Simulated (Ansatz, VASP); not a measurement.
## MoS2 in VASP and in Ansatz

Contents of INCAR:

```
PREC     = Accurate       # precision mode
ENCUT    = 520            # plane-wave cutoff, eV
EDIFF    = 1E-6           # SCF threshold, eV
ISMEAR   = -1             # smearing method
SIGMA    = 0.05           # smearing width, eV
LREAL    = False          # projectors in reciprocal space
LASPH    = True           # aspherical terms in the spheres
NELM     = 100            # most SCF steps
ALGO     = Normal         # electronic algorithm
ISIF     = 2              # what is computed and relaxed
LWAVE    = False          # write WAVECAR
LCHARG   = False          # write CHGCAR
GGA      = RP             # functional
NBANDS   = 35             # bands
```

Contents of KPOINTS:

```
Automatic mesh
0
Gamma
  10 10 2
```

Contents of POSCAR:

```
MoS2
1.0
    3.2264481230      0.0000000000      0.0000000000
   -1.6132240615      2.7941860385      0.0000000000
    0.0000000000      0.0000000000     21.9557060374
Mo S
2 4
Direct
    0.3333333333      0.6666666667      0.8511602300
    0.6666666667      0.3333333333      0.1488397700
    0.6666666667      0.3333333333      0.7796253900
    0.3333333333      0.6666666667      0.0772510000
    0.6666666667      0.3333333333      0.9227490000
    0.3333333333      0.6666666667      0.2203746100
```

File input.yaml:

```yaml
crystal:
  lattice:
    - [3.226448123, 0.0, 0.0]
    - [-1.6132240615, 2.7941860385, 0.0]
    - [0.0, 0.0, 21.9557060374]
  atoms:
    - { symbol: Mo, position: [0.3333333333, 0.6666666667, 0.85116023] }
    - { symbol: Mo, position: [0.6666666667, 0.3333333333, 0.14883977] }
    - { symbol: S, position: [0.6666666667, 0.3333333333, 0.77962539] }
    - { symbol: S, position: [0.3333333333, 0.6666666667, 0.077251] }
    - { symbol: S, position: [0.6666666667, 0.3333333333, 0.922749] }
    - { symbol: S, position: [0.3333333333, 0.6666666667, 0.22037461] }
hamiltonian:
  xc: rpbe
  pseudopotentials: { kind: paw }
kpoints:
  mp_grid: { grid: [10, 10, 2] }
scf:
  occupations: { method: fermi_dirac, width: 0.05 }
output:
  forces: true
  stress: true
  eigenvalues: true
```

Alike in both runs: task single point; functional RPBE; k mesh 10 × 10 × 2; occupations fermi-dirac, width 0.05 eV; no spin polarisation.

|  | VASP | Ansatz |
| --- | --- | --- |
| version | VASP 6.6.1 | Ansatz 0.2.0 |
| potentials or method | VASP PAW PBE potentials, release 64 (Mo_sv, S) | Ansatz PAW |
| plane-wave cutoff (eV) | 520 | 420 |
| valence electrons in the cell | 52 | 52 |

```tsv
	VASP	Ansatz	Ansatz less VASP
gap on the k mesh at the Fermi level (eV)	1.35	1.34	-0.015
least direct gap on the mesh (eV)	1.79	1.79	-0.003
rms of the force components (eV/Å)	0.144	0.135	-0.0093
```

VASP's potentials were made for PBE, not for RPBE. Atom by atom the forces differ by 0.010 eV/Å (rms over components). The functional is the same, so the differences come from potentials, cutoffs and numerics.
